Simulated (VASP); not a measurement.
# PbO (P4/nmm) in VASP: single point with LDA

Aim: the single point of PbO with LDA.

All numbers are computed with VASP 6.6.1; they aren't measurements. Logs are shortened: lines on timing, memory, paths and dates and some standing lists are left out, and cuts for length are marked.

**1. The cell of the first run**

It takes space group P4/nmm (No. 129, tetragonal). Conventional cell: a = 3.945 Å, b = 3.945 Å, c = 4.891 Å, α = 90.00°, β = 90.00°, γ = 90.00°. Within 3.0 Å of Pb (site symmetry 4mm) lie 4 O at 2.30 Å. Within 3.0 Å of O (site symmetry -4m2) lie 4 Pb at 2.30 Å and 4 O at 2.79 Å.

**2. Single point, LDA**

The input, INCAR:

```
SYSTEM = PbO
PREC = Accurate
ENCUT = 1340
EDIFF = 1E-6
ISMEAR = -1
SIGMA = 0.02
LREAL = .FALSE.
LASPH = .TRUE.
NELM = 120
ALGO = Normal
ISIF = 2
LWAVE = .FALSE.
LCHARG = .FALSE.
GGA = CA
NBANDS = 28
GGA_COMPAT = .FALSE.
```

The input, KPOINTS:

```
Automatic mesh
0
G
  8 8 6
  0 0 0
```

The input, POSCAR:

```
PbO
1.0
    3.9449273079      0.0000000000      0.0000000000
    0.0000000000      3.9449273079      0.0000000000
    0.0000000000      0.0000000000      4.8912835687
Pb O
2 2
Direct
    0.0000000000      0.5000000000      0.2408245562
    0.5000000000      0.0000000000      0.7591754438
    0.0000000000      0.0000000000      0.0000000000
    0.5000000000      0.5000000000      0.0000000000
```

Potentials or basis: VASP PAW LDA potentials, release 64 (Pb_d, O_h).

Run with:

```console
cat potpaw_LDA.64/Pb_d/POTCAR potpaw_LDA.64/O_h/POTCAR > POTCAR
mpirun -np 1 vasp_std > vasp.out
```

OUTCAR:

```text
SYSTEM = PbO
   PREC = Accurate
   ENCUT = 1340
   EDIFF = 1E-6
   ISMEAR = -1
   LREAL = .FALSE.
   LASPH = .TRUE.
   NELM = 120
   ISIF = 2
   GGA = CA

 ion  position               nearest neighbor table
   1  0.000  0.500  0.241-   3 2.30   4 2.30   3 2.30   4 2.30   2 3.65   2 3.65   2 3.65   2 3.65
                             2 3.77   2 3.77   2 3.77   2 3.77
   2  0.500  0.000  0.759-   3 2.30   4 2.30   4 2.30   3 2.30   1 3.65   1 3.65   1 3.65   1 3.65
                             1 3.77   1 3.77   1 3.77   1 3.77
   3  0.000  0.000  0.000-   1 2.30   2 2.30   1 2.30   2 2.30
   4  0.500  0.500  0.000-   1 2.30   2 2.30   2 2.30   1 2.30

  LATTYP: Found a simple tetragonal cell.
 ALAT       =     3.9449273079
 C/A-ratio  =     1.2398919389

  Lattice vectors:

 A1 = (   3.9449273079,   0.0000000000,   0.0000000000)
 A2 = (   0.0000000000,   3.9449273079,   0.0000000000)
 A3 = (   0.0000000000,   0.0000000000,   4.8912835687)

Analysis of symmetry for initial positions (statically):
=====================================================================
 Subroutine PRICEL returns:
 Original cell was already a primitive cell.

 Routine SETGRP: Setting up the symmetry group for a
 simple tetragonal supercell.

 Subroutine GETGRP returns: Found 16 space group operations
 (whereof  8 operations were pure point group operations)
 out of a pool of 16 trial point group operations.

The static configuration has the point symmetry D_2d.
 The point group associated with its full space group is D_4h.

Analysis of symmetry for dynamics (positions and initial velocities):
=====================================================================
 Subroutine PRICEL returns:
 Original cell was already a primitive cell.

 Routine SETGRP: Setting up the symmetry group for a
 simple tetragonal supercell.

 Subroutine GETGRP returns: Found 16 space group operations
 (whereof  8 operations were pure point group operations)
 out of a pool of 16 trial point group operations.

The dynamic configuration has the point symmetry D_2d.
 The point group associated with its full space group is D_4h.

 Subroutine INISYM returns: Found 16 space group operations
 (whereof  8 operations are pure point group operations),
 and found     1 'primitive' translations

----------------------------------------------------------------------------------------

                                     Primitive cell

  volume of cell :      76.1204

  direct lattice vectors                    reciprocal lattice vectors
     3.944927308  0.000000000  0.000000000     0.253490095  0.000000000  0.000000000
     0.000000000  3.944927308  0.000000000     0.000000000  0.253490095  0.000000000
     0.000000000  0.000000000  4.891283569     0.000000000  0.000000000  0.204445313

  length of vectors
     3.944927308  3.944927308  4.891283569     0.253490095  0.253490095  0.204445313

  position of ions in fractional coordinates (direct lattice)
     0.000000000  0.500000000  0.240824556
     0.500000000  0.000000000  0.759175444
     0.000000000  0.000000000  0.000000000
     0.500000000  0.500000000  0.000000000

  ion indices of the primitive-cell ions
   primitive index   ion index
                 1           1
                 2           2
                 3           3
                 4           4

----------------------------------------------------------------------------------------

 KPOINTS: Automatic mesh

Automatic generation of k-mesh.
 Grid dimensions read from file:
 generate k-points for:    8    8    6

 Generating k-lattice:

  Cartesian coordinates                     Fractional coordinates (reciprocal lattice)
     0.031686262  0.000000000  0.000000000     0.125000000  0.000000000  0.000000000
     0.000000000  0.031686262  0.000000000     0.000000000  0.125000000  0.000000000
     0.000000000  0.000000000  0.034074219     0.000000000  0.000000000  0.166666667

  Length of vectors
     0.031686262  0.031686262  0.034074219

  Shift w.r.t. Gamma in fractional coordinates (k-lattice)
     0.000000000  0.000000000  0.000000000

 Subroutine IBZKPT returns following result:
 ===========================================

 Found     60 irreducible k-points:

 Following reciprocal coordinates:
            Coordinates               Weight
  0.000000  0.000000  0.000000      1.000000
  0.125000  0.000000  0.000000      4.000000
  0.250000  0.000000  0.000000      4.000000
  0.375000  0.000000  0.000000      4.000000
  0.500000  0.000000  0.000000      2.000000
  0.125000  0.125000  0.000000      4.000000
[... 16 lines left out ...]
  0.375000  0.125000  0.166667     16.000000
  0.500000  0.125000  0.166667      8.000000
 [... further k-points ...]
   k-points           NKPTS =     60   k-points in BZ     NKDIM =     60   number of bands    NBANDS=     28
   number of dos      NEDOS =    301   number of ions     NIONS =      4
   total plane-waves  NPLWV = 138240
   dimension x,y,z NGX =    48 NGY =   48 NGZ =   60
   dimension x,y,z NGXF=    96 NGYF=   96 NGZF=  120
   ions per type =               2   2
   NGX,Y,Z   is equivalent  to a cutoff of  20.23, 20.23, 20.39 a.u.
   NGXF,Y,Z  is equivalent  to a cutoff of  40.46, 40.46, 40.79 a.u.
 SYSTEM =  PbO
   PREC   = accura    normal or accurate (medium, high low for compatibility)
   ISTART =      0    job   : 0-new  1-cont  2-samecut
   ICHARG =      2    charge: 1-file 2-atom 10-const
   ISPIN  =      1    spin polarized calculation?
   LNONCOLLINEAR =      F non collinear calculations
   LSORBIT =      F    spin-orbit coupling
   LASPH  =      T    aspherical Exc in radial PAW
   ENCUT  = 1340.0 eV  98.49 Ry    9.92 a.u.  11.77 11.77 14.60*2*pi/ulx,y,z
   NELM   =    120;   NELMIN=  2; NELMDL= -5     # of ELM steps
   EDIFF  = 0.1E-05   stopping-criterion for ELM
   LREAL  =      F    real-space projection
   EDIFFG = 0.1E-04   stopping-criterion for IOM
   NSW    =      0    number of steps for IOM
   IBRION =     -1    ionic relax: 0-MD 1-quasi-New 2-CG
   NFREE  =      0    steps in history (QN), initial steepest desc. (CG)
   ISIF   =      2    stress and relaxation
   ISYM   =      2    0-nonsym 1-usesym 2-fastsym
   POTIM  = 0.5000    time-step for ionic-motion
   TEBEG  =    0.0;   TEEND  =   0.0 temperature during run
   PSTRESS=    0.0 pullay stress
   NELECT =      40.0000    total number of electrons
   NUPDOWN=      -1.0000    fix difference up-down
   EMIN   =  10.00;   EMAX   =-10.00  energy-range for DOS
   EFERMI =   0.00;   METHOD = LEGACY
   ISMEAR =    -1;   SIGMA  =   0.02  broadening in eV -4-tet -1-fermi 0-gaus
   EFERMI_NEDOS =   21; number of points for ismear=-14 and -15
   IALGO  =     38    algorithm
   IMIX   =      4    mixing-type and parameters
     AMIX     =   0.40;   BMIX     =  1.00
     AMIX_MAG =   1.60;   BMIX_MAG =  1.00
  volume/ion in A,a.u.               =      19.03       128.42
  Fermi-wavevector in a.u.,A,eV,Ry     =   1.321076  2.496472 23.745464  1.745242
  Thomas-Fermi vector in A             =   2.450856
   LORBIT       =      0    0 simple, 1 ext, 2 COOP (PROOUT), +10 PAW based schemes
   GGA     = CA    functional components
   LHFCALC =     F    Hartree Fock is set to
   AEXX    =    0.0000 exact exchange contribution
   IVDW    =     0    specifies the selected vdW correction
   LEPSILON=     F    determine dielectric tensor
   LRPA    =     F    only Hartree local field effects (RPA)
 non-spin polarized calculation
  energy-cutoff  :     1340.00
  volume of cell :       76.12
 maximum number of plane-waves:      8550
 NGX is ok and might be reduce to    48
   NGX = 23   NGY = 23   NGZ = 29

 number of electron      40.0000000 magnetization

 Free energy of the ion-electron system (eV)
  ---------------------------------------------------
  ext. energy  EPLUGINS =         0.00000000
  ---------------------------------------------------
  free energy    TOTEN  =       -24.41923661 eV

  energy without entropy =      -24.41923661  energy(sigma->0) =      -24.41923661

 E-fermi :   5.9202     XC(G=0): -10.5312

 val. band max:        5.5163202527   @ k =   0.1250   0.0000   0.0000
 cond. band min:       6.5487052693   @ k =   0.5000   0.5000   0.0000
 fundamental gap:      1.0323850166
 Fermi energy:         5.9202144891

 k-point     1 :       0.0000    0.0000    0.0000
  band No.  band energies     occupation
      1     -12.9089      2.00000
      2     -12.3283      2.00000
      3     -10.5136      2.00000
      4     -10.5136      2.00000
      5     -10.4371      2.00000
      6     -10.4183      2.00000
[... 20 lines left out ...]
     27      12.9660      0.00000
     28      13.4615      0.00000

 k-point     2 :       0.1250    0.0000    0.0000
  band No.  band energies     occupation
      1     -12.8708      2.00000
      2     -12.3388      2.00000
      3     -10.5043      2.00000
      4     -10.5035      2.00000
      5     -10.4234      2.00000
      6     -10.4084      2.00000
[... 20 lines left out ...]
     27      13.1761      0.00000
     28      14.5069      0.00000

 k-point     3 :       0.2500    0.0000    0.0000
  band No.  band energies     occupation
      1     -12.7723      2.00000
      2     -12.3741      2.00000
      3     -10.4783      2.00000
      4     -10.4750      2.00000
      5     -10.3839      2.00000
      6     -10.3827      2.00000
[... 20 lines left out ...]
     27      13.4389      0.00000
     28      16.3684      0.00000

 k-point     4 :       0.3750    0.0000    0.0000
  band No.  band energies     occupation
      1     -12.6491      2.00000
      2     -12.4390      2.00000
      3     -10.4409      2.00000
      4     -10.4364      2.00000
      5     -10.3759      2.00000
      6     -10.3656      2.00000
[... 578 lines left out ...]
     27      14.4147      0.00000
     28      15.8094      0.00000

 k-point    23 :       0.3750    0.1250    0.1667
  band No.  band energies     occupation
      1     -12.6342      2.00000
      2     -12.4420      2.00000
      3     -10.4518      2.00000
      4     -10.4172      2.00000
      5     -10.3817      2.00000
      6     -10.3545      2.00000
[... 20 lines left out ...]
     27      14.6771      0.00000
     28      15.2085      0.00000

 k-point    24 :       0.5000    0.1250    0.1667
  band No.  band energies     occupation
      1     -12.5293      2.00000
      2     -12.5293      2.00000
      3     -10.4232      2.00000
      4     -10.4232      2.00000
      5     -10.3738      2.00000
      6     -10.3738      2.00000
[... 20 lines left out ...]
     27      14.9154      0.00000
     28      14.9154      0.00000

 [... further k-points ...]
[... 5 lines left out ...]
  --------------------------------------------------------------------------------------
  -------------------------------------------------------------------------------------
  Total        0.0693792      0.0693792      0.0847461      0.0000000      0.0000000      0.0000000
  in kB        1.4602906      1.4602906      1.7837318      0.0000000      0.0000000      0.0000000
  external PRESSURE =       1.5681044 kB  Pullay stress =       0.0000000 kB

 VOLUME and BASIS-vectors are now :
 -----------------------------------------------------------------------------
  energy-cutoff  :     1340.00
  volume of cell :       76.12
      direct lattice vectors                 reciprocal lattice vectors
     3.944927308  0.000000000  0.000000000     0.253490095  0.000000000  0.000000000
     0.000000000  3.944927308  0.000000000     0.000000000  0.253490095  0.000000000
     0.000000000  0.000000000  4.891283569     0.000000000  0.000000000  0.204445313

 POSITION                                       TOTAL-FORCE (eV/Angst)
 -----------------------------------------------------------------------------------
      0.00000      1.97246      1.17794         0.000000      0.000000      0.062426
      1.97246      0.00000      3.71334        -0.000000     -0.000000     -0.062426
      0.00000      0.00000      0.00000        -0.000000     -0.000000      0.000000
      1.97246      1.97246      0.00000         0.000000      0.000000      0.000000
 -----------------------------------------------------------------------------------
    total drift:                                0.000000      0.000000      0.000000

  FREE ENERGIE OF THE ION-ELECTRON SYSTEM (eV)
  ---------------------------------------------------
  free  energy   TOTEN  =       -24.4192366084 eV

  energy  without entropy=      -24.4192366084  energy(sigma->0) =      -24.41923661
```

Wall time 6.6 min (1 thread of Intel Xeon Platinum 8259CL at 2.50GHz (Skylake/Cascade Lake), shared host); peak memory 0.57 GiB.

Results:

```yaml
Free_energy: -24.4192 eV
Pressure: 0.2 GPa
Largest_force: 0.062 eV/Å
Band_gap_on_the_k_mesh: 1.03 eV (least direct gap 2.20 eV)
```

Forces in eV/Å, atoms in the order of the input:
```
Pb   0.000  0.000  0.062
Pb   0.000  0.000 -0.062
O    0.000  0.000  0.000
O    0.000  0.000  0.000
```

Caveat: spin-orbit coupling is left out, which moves the levels of the heavy elements. Expect the measured gap to be larger: semilocal functionals such as LDA lack the derivative discontinuity.
